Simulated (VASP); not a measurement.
# Cr (P6_3/mmc) in VASP: a series of runs

Cr is run at these levels: LDA; tasks: single point.

All numbers are computed with VASP 6.6.1; they aren't measurements. Logs are shortened: lines on timing, memory, paths and dates and some standing lists are left out, and cuts for length are marked.

### 1 The cell of the first run

Symmetry: P6_3/mmc, No. 194, hexagonal system. The conventional cell has a = 2.403 Å, b = 2.403 Å, c = 4.287 Å, α = 90.00°, β = 90.00°, γ = 120.00°. Cr (site symmetry -6m2) has 12 Cr at 2.40 to 2.55 Å within 3.2 Å.

### 2 Single point, LDA (volume scaled by 0.96)

The input, INCAR:

```
SYSTEM = Cr
PREC     = Accurate       ! precision mode
ENCUT    = 520            ! plane-wave cutoff, eV
EDIFF    = 1E-6           ! SCF threshold, eV
ISMEAR   = -1             ! smearing method
SIGMA    = 0.1            ! smearing width, eV
LREAL    = .False.        ! projectors in reciprocal space
LASPH    = .True.         ! aspherical terms in the spheres
NELM     = 80             ! most SCF steps
ALGO     = Normal         ! electronic algorithm
ISIF     = 2              ! what is computed and relaxed
LWAVE    = .False.        ! write WAVECAR
LCHARG   = .False.        ! write CHGCAR
GGA      = CA             ! functional
NBANDS   = 19             ! bands
```

The input, KPOINTS:

```
regular mesh
0
Gamma
  17 17 8
  0 0 0
```

The input, POSCAR:

```
Cr
1.0
    2.4030851793      0.0000000000      0.0000000000
   -1.2015425897      2.0811328127      0.0000000000
    0.0000000000      0.0000000000      4.2866676921
Cr
2
Direct
    0.3333333333      0.6666666667      0.2500000000
    0.6666666667      0.3333333333      0.7500000000
```

Potentials or basis: VASP PAW LDA potentials, release 64 (Cr_pv).

The run is started by

```
$ cat potpaw_LDA.64/Cr_pv/POTCAR > POTCAR
$ mpirun -np 1 vasp_std > vasp.out
```

OUTCAR:

```text
SYSTEM = Cr
   PREC = Accurate
   ENCUT = 520
   EDIFF = 1E-6
   ISMEAR = -1
   LREAL = .False.
   LASPH = .True.
   NELM = 80
   ISIF = 2
   GGA = CA

 ion  position               nearest neighbor table
   1  0.333  0.667  0.250-   2 2.55   2 2.55   2 2.55   2 2.55   2 2.55   2 2.55
   2  0.667  0.333  0.750-   1 2.55   1 2.55   1 2.55   1 2.55   1 2.55   1 2.55

  LATTYP: Found a hexagonal cell.
 ALAT       =     2.4030851793
 C/A-ratio  =     1.7838184551

  Lattice vectors:

 A1 = (   2.4030851793,   0.0000000000,   0.0000000000)
 A2 = (  -1.2015425897,   2.0811328127,   0.0000000000)
 A3 = (   0.0000000000,   0.0000000000,   4.2866676921)

Analysis of symmetry for initial positions (statically):
=====================================================================
 Subroutine PRICEL returns:
 Original cell was already a primitive cell.

 Routine SETGRP: Setting up the symmetry group for a
 hexagonal supercell.

 Subroutine GETGRP returns: Found 24 space group operations
 (whereof 12 operations were pure point group operations)
 out of a pool of 24 trial point group operations.

The static configuration has the point symmetry D_3d.
 The point group associated with its full space group is D_6h.

Analysis of symmetry for dynamics (positions and initial velocities):
=====================================================================
 Subroutine PRICEL returns:
 Original cell was already a primitive cell.

 Routine SETGRP: Setting up the symmetry group for a
 hexagonal supercell.

 Subroutine GETGRP returns: Found 24 space group operations
 (whereof 12 operations were pure point group operations)
 out of a pool of 24 trial point group operations.

The dynamic configuration has the point symmetry D_3d.
 The point group associated with its full space group is D_6h.

 Subroutine INISYM returns: Found 24 space group operations
 (whereof 12 operations are pure point group operations),
 and found     1 'primitive' translations

----------------------------------------------------------------------------------------

                                     Primitive cell

  volume of cell :      21.4382

  direct lattice vectors                    reciprocal lattice vectors
     2.403085179  0.000000000  0.000000000     0.416131733  0.240253768  0.000000000
[... 76 lines left out ...]
 SYSTEM =  Cr
   PREC   = accura    normal or accurate (medium, high low for compatibility)
   ISTART =      0    job   : 0-new  1-cont  2-samecut
   ICHARG =      2    charge: 1-file 2-atom 10-const
   ISPIN  =      1    spin polarized calculation?
   LNONCOLLINEAR =      F non collinear calculations
   LSORBIT =      F    spin-orbit coupling
   LASPH  =      T    aspherical Exc in radial PAW
   ENCUT  =  520.0 eV  38.22 Ry    6.18 a.u.   4.47  4.47  7.97*2*pi/ulx,y,z
   NELM   =     80;   NELMIN=  2; NELMDL= -5     # of ELM steps
   EDIFF  = 0.1E-05   stopping-criterion for ELM
   LREAL  =      F    real-space projection
   EDIFFG = 0.1E-04   stopping-criterion for IOM
   NSW    =      0    number of steps for IOM
   IBRION =     -1    ionic relax: 0-MD 1-quasi-New 2-CG
   NFREE  =      0    steps in history (QN), initial steepest desc. (CG)
   ISIF   =      2    stress and relaxation
   ISYM   =      2    0-nonsym 1-usesym 2-fastsym
   POTIM  = 0.5000    time-step for ionic-motion
   TEBEG  =    0.0;   TEEND  =   0.0 temperature during run
   PSTRESS=    0.0 pullay stress
   NELECT =      24.0000    total number of electrons
   NUPDOWN=      -1.0000    fix difference up-down
   EMIN   =  10.00;   EMAX   =-10.00  energy-range for DOS
   EFERMI =   0.00;   METHOD = LEGACY
   ISMEAR =    -1;   SIGMA  =   0.10  broadening in eV -4-tet -1-fermi 0-gaus
   EFERMI_NEDOS =   21; number of points for ismear=-14 and -15
   IALGO  =     38    algorithm
   IMIX   =      4    mixing-type and parameters
     AMIX     =   0.40;   BMIX     =  1.00
     AMIX_MAG =   1.60;   BMIX_MAG =  1.00
  volume/ion in A,a.u.               =      10.72        72.34
  Fermi-wavevector in a.u.,A,eV,Ry     =   1.699870  3.212288 39.314813  2.889557
  Thomas-Fermi vector in A             =   2.780108
   LORBIT       =      0    0 simple, 1 ext, 2 COOP (PROOUT), +10 PAW based schemes
   GGA     = CA    functional components
   LHFCALC =     F    Hartree Fock is set to
   AEXX    =    0.0000 exact exchange contribution
   IVDW    =     0    specifies the selected vdW correction
   LEPSILON=     F    determine dielectric tensor
   LRPA    =     F    only Hartree local field effects (RPA)
 non-spin polarized calculation
  energy-cutoff  :      520.00
  volume of cell :       21.44
 maximum number of plane-waves:       604
 NGX is ok and might be reduce to    18
   NGX =  9   NGY =  9   NGZ = 15

 number of electron      24.0000007 magnetization

 Free energy of the ion-electron system (eV)
  ---------------------------------------------------
  ext. energy  EPLUGINS =         0.00000000
  ---------------------------------------------------
  free energy    TOTEN  =       -20.43127753 eV

  energy without entropy =      -20.33324390  energy(sigma->0) =      -20.38226071

 E-fermi :  11.7111     XC(G=0): -14.4216

 val. band max:       11.7079761353   @ k =   0.0588   0.0000   0.1250
 cond. band min:      11.7258635639   @ k =   0.2941   0.0588   0.2500
 fundamental gap:      0.0178874286
 Fermi energy:        11.7111065979

 k-point     1 :       0.0000    0.0000    0.0000
  band No.  band energies     occupation
      1     -31.2936      2.00000
      2     -30.3127      2.00000
      3     -30.1442      2.00000
      4     -30.1442      2.00000
      5     -30.0524      2.00000
      6     -30.0524      2.00000
[... 505 lines left out ...]
      6     -30.2967      2.00000
[... 11 lines left out ...]
     18      17.5271      0.00000
     19      17.5287      0.00000

 [... further k-points ...]
[... 5 lines left out ...]
  --------------------------------------------------------------------------------------
  -------------------------------------------------------------------------------------
  Total        1.7135205      1.7135205      1.5483399     -0.0000000     -0.0000000      0.0000000
  in kB      128.0592940    128.0592940    115.7145852     -0.0000000     -0.0000000      0.0000000
  external PRESSURE =     123.9443910 kB  Pullay stress =       0.0000000 kB

 VOLUME and BASIS-vectors are now :
 -----------------------------------------------------------------------------
  energy-cutoff  :      520.00
  volume of cell :       21.44
      direct lattice vectors                 reciprocal lattice vectors
     2.403085179  0.000000000  0.000000000     0.416131733  0.240253768  0.000000000
    -1.201542590  2.081132813  0.000000000     0.000000000  0.480507536  0.000000000
     0.000000000  0.000000000  4.286667692     0.000000000  0.000000000  0.233281437

 POSITION                                       TOTAL-FORCE (eV/Angst)
 -----------------------------------------------------------------------------------
     -0.00000      1.38742      1.07167         0.000000      0.000000      0.000000
      1.20154      0.69371      3.21500        -0.000000     -0.000000      0.000000
 -----------------------------------------------------------------------------------
    total drift:                                0.000000     -0.000000      0.000000

  FREE ENERGIE OF THE ION-ELECTRON SYSTEM (eV)
  ---------------------------------------------------
  free  energy   TOTEN  =       -20.4312775294 eV

  energy  without entropy=      -20.3332438981  energy(sigma->0) =      -20.38226071
```

OSZICAR:

```text
N       E                     dE             d eps       ncg     rms          rms(c)
DAV:   1     0.238777291004E+03    0.23878E+03   -0.14485E+04  6310   0.163E+03
DAV:   2    -0.152752215345E+02   -0.25405E+03   -0.24857E+03  6381   0.444E+02
DAV:   3    -0.232244845560E+02   -0.79493E+01   -0.78527E+01  6590   0.943E+01
DAV:   4    -0.233410065448E+02   -0.11652E+00   -0.11630E+00  9010   0.100E+01
DAV:   5    -0.233425984214E+02   -0.15919E-02   -0.15862E-02  6542   0.117E+00    0.164E+01
DAV:   6    -0.204995957267E+02    0.28430E+01   -0.13399E+01  6411   0.415E+01    0.163E+00
DAV:   7    -0.204583863555E+02    0.41209E-01   -0.22376E-01  6695   0.450E+00    0.928E-01
DAV:   8    -0.204316679311E+02    0.26718E-01   -0.18085E-02  8678   0.160E+00    0.216E-01
DAV:   9    -0.204313455478E+02    0.32238E-03   -0.28035E-03  6921   0.455E-01    0.818E-02
DAV:  10    -0.204312730802E+02    0.72468E-04   -0.35392E-04  6991   0.198E-01    0.194E-02
DAV:  11    -0.204312774183E+02   -0.43381E-05   -0.18014E-05  8257   0.378E-02    0.604E-03
DAV:  12    -0.204312775294E+02   -0.11105E-06   -0.16058E-06  4304   0.145E-02
   1 F= -.20431278E+02 E0= -.20382261E+02  d E =-.980336E-01
```

It took 32 s on 1 thread of Intel Xeon Platinum 8488C (Sapphire Rapids), shared host; peak memory 0.16 GiB.

What came out:

```yaml
Free_energy: -20.4313 eV
Pressure: 12.4 GPa
Band_gap_on_the_k_mesh: zero (band 12 reaches 12.76 eV, above the bottom of band 13 at 11.28 eV)
```

Caveat: the cell differs from its parent crystal (volume scaled by 0.96); the run has no spin polarisation, though such a crystal can be magnetic. Spin polarisation is off, so any magnetic state and its effect on volume and gap are missing.

### 3 Single point, LDA

This run uses another cell than the first one, of 11.17 Å³/atom, 1.042 times its volume.

The input, INCAR:

```
  PREC = Accurate
  ENCUT = 520
  EDIFF = 1E-6
  ISMEAR = -1
  SIGMA = 0.1
  LREAL = F
  LASPH = T
  NELM = 100
  ALGO = Normal
  ISIF = 2
  LWAVE = F
  LCHARG = F
  NBANDS = 19
```

The input, KPOINTS:

```
Automatic mesh
0
Gamma
  17 17 8
```

The input, POSCAR:

```
Cr
1.0
    2.4360082455      0.0000000000      0.0000000000
   -1.2180041228      2.1096450244      0.0000000000
    0.0000000000      0.0000000000      4.3453964652
Cr
2
Direct
    0.3333333333      0.6666666667      0.2500000000
    0.6666666667      0.3333333333      0.7500000000
```

Potentials or basis: VASP PAW LDA potentials, release 64 (Cr_pv).

The run is started by

```
$ cat potpaw_LDA.64/Cr_pv/POTCAR > POTCAR
$ mpirun -np 1 vasp_std > vasp.out
```

Wall time 33 s (1 thread of Intel Xeon Platinum 8488C (Sapphire Rapids), shared host); peak memory 0.16 GiB.

The run converged. Its results:

```
Free energy            : -20.4654 eV
Pressure               : 0.1 GPa
Band gap on the k mesh : zero (band 12 reaches 12.10 eV, above the bottom of band 13 at 10.71 eV)
```

Levels at points of the mesh, in eV from the Fermi level:
| k point | band 10 | band 11 | band 12 | band 13 | band 14 | band 15 |
| --- | --- | --- | --- | --- | --- | --- |
| (0.00, 0.00, 0.00) | -0.41 | -0.41 | -0.04 | -0.04 | -0.02 | 1.11 |
| (0.00, 0.00, 0.50) | -1.69 | -0.39 | -0.39 | -0.39 | -0.39 | 1.93 |

Caveat: the run has no spin polarisation, though such a crystal can be magnetic.

### 4 Single point, LDA (volume scaled by 1.04)

The input, INCAR:

```
PREC     = Accurate       # precision mode
ENCUT    = 520            # plane-wave cutoff, eV
EDIFF    = 1E-7           # SCF threshold, eV
ISMEAR   = -1             # smearing method
SIGMA    = 0.1            # smearing width, eV
LREAL    = False          # projectors in reciprocal space
LASPH    = True           # aspherical terms in the spheres
NELM     = 80             # most SCF steps
ALGO     = Normal         # electronic algorithm
ISIF     = 2              # what is computed and relaxed
LWAVE    = False          # write WAVECAR
LCHARG   = False          # write CHGCAR
GGA      = CA             # functional
NBANDS   = 19             # bands
```

The input, KPOINTS:

```
regular mesh
0
Gamma
  17 17 8
```

The input, POSCAR:

```
Cr
1.0
    2.4680646617      0.0000000000      0.0000000000
   -1.2340323309      2.1374066952      0.0000000000
    0.0000000000      0.0000000000      4.4025792920
Cr
2
Direct
    0.3333333333      0.6666666667      0.2500000000
    0.6666666667      0.3333333333      0.7500000000
```

The run is started by

```
$ cat potpaw_LDA.64/Cr_pv/POTCAR > POTCAR
$ mpirun -np 1 vasp_std > vasp.out
```

Run time: 44 s. Hardware: 1 thread of Intel Xeon Platinum 8488C (Sapphire Rapids), shared host; peak memory 0.17 GiB.

Results (log left out):

| Item | Value |
| --- | --- |
| Free energy | -20.4378 eV |
| Pressure | -9.9 GPa |
| Band gap on the k mesh | zero (band 12 reaches 11.49 eV, above the bottom of band 13 at 10.18 eV) |

Stress tensor (GPa, compression positive):
```
-10.19   0.00   0.00
  0.00 -10.19   0.00
  0.00   0.00  -9.18
```

Levels at points of the mesh, in eV from the Fermi level:
```csv
k point,band 8,band 9,band 10,band 11,band 12,band 13,band 14,band 15,band 16,band 17
"(0.00, 0.00, 0.00)",-4.12,-1.22,-0.38,-0.38,-0.08,-0.03,-0.03,1.06,1.06,2.24
"(0.00, 0.00, 0.50)",-5.59,-1.61,-1.61,-0.36,-0.36,-0.36,-0.36,1.83,1.83,1.83
```

Caveat: the cell differs from its parent crystal (volume scaled by 1.04); the run has no spin polarisation, though such a crystal can be magnetic. Spin polarisation is off, so any magnetic state and its effect on volume and gap are missing.

### 5 Summary

| cell | gap on the mesh (eV) | pressure (GPa) |
| --- | --- | --- |
| a = 2.403, b = 2.403, c = 4.287 Å, angles 90.0, 90.0, 120.0°, 2 atoms | none | 12.4 |
| a = 2.436, b = 2.436, c = 4.345 Å, angles 90.0, 90.0, 120.0°, 2 atoms | none | 0.1 |
| a = 2.468, b = 2.468, c = 4.403 Å, angles 90.0, 90.0, 120.0°, 2 atoms | none | -9.9 |

Alike in all rows: task single point; level LDA; potentials or basis VASP PAW LDA potentials, release 64 (Cr_pv); no spin polarisation; k mesh 17 × 17 × 8; cutoff (eV) 520; smearing fermi-dirac 0.1 eV.

Caveats: the run has no spin polarisation, though such a crystal can be magnetic.

Total energies depend on the potentials used, so only differences within one code and one set of settings carry meaning.
